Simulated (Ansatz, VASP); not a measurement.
# KI: VASP beside Ansatz

File INCAR:

```
SYSTEM = KI
  ALGO = Normal
  EDIFF = 1E-8
  ENCUT = 520
  GGA = PE
  ISIF = 2
  ISMEAR = -1
  LASPH = .TRUE.
  LCHARG = .FALSE.
  LEFG = .TRUE.
  LREAL = .FALSE.
  LWAVE = .FALSE.
  NBANDS = 15
  NELM = 100
  PREC = Accurate
  SIGMA = 0.02
```

File KPOINTS:

```
k-points
0
G
  6 6 6
  0 0 0
```

POSCAR

```
KI
1.0
    0.0000000000      3.5245500000      3.5245500000
    3.5245500000      0.0000000000      3.5245500000
    3.5245500000      3.5245500000      0.0000000000
K I
1 1
Direct
   -0.0170234498      0.0170234498      0.0170234498
    0.5000000000      0.5000000000      0.5000000000
```

Input for Ansatz:

```yaml
crystal:
  lattice:
    - [0.0, 3.52455, 3.52455]
    - [3.52455, 0.0, 3.52455]
    - [3.52455, 3.52455, 0.0]
  atoms:
    - { symbol: K, position: [-0.0170234498, 0.0170234498, 0.0170234498] }
    - { symbol: I, position: [0.5, 0.5, 0.5] }
kpoints:
  mp_grid: { grid: [6, 6, 6] }
scf:
  occupations: { method: fermi_dirac, width: 0.02 }
hamiltonian:
  xc: pbe
  pseudopotentials: { kind: all_electron, datasets: crystal }
output:
  forces: true
  stress: true
  eigenvalues: true
  efg: { contact_densities: true }
```

Alike in both runs: task electric field gradients; functional PBE; k mesh 6 × 6 × 6; occupations fermi-dirac, width 0.02 eV; no spin polarisation.

|  | VASP | Ansatz |
| --- | --- | --- |
| version | VASP 6.6.1 | Ansatz 0.2.0 |
| potentials or method | VASP PAW PBE potentials, release 64 (K_sv, I), cutoff 520 eV | all-electron PAW with datasets made for the crystal, scalar-relativistic |

Ansatz gave:

```
gap on the k mesh at the Fermi level (eV)                     : 3.99
pressure (GPa)                                                : 0.7
traceless stress, the component that is largest in VASP (GPa) : 0.15
rms of the force components (eV/Å)                            : 0.080
size of Vzz on the site where it differs most (V/Å²)          : 2.6
```

Q: Estimate VASP's values.

A: gap on the k mesh at the Fermi level (eV): 3.98; pressure (GPa): 0.8; traceless stress, the component that is largest in VASP (GPa): 0.15; rms of the force components (eV/Å): 0.081; size of Vzz on the site where it differs most (V/Å²): 2.6.

Atom by atom the forces differ by 0.001 eV/Å (rms over components). Ansatz ran all-electron here, and VASP with PAW potentials.

Neither program's run includes spin-orbit coupling.
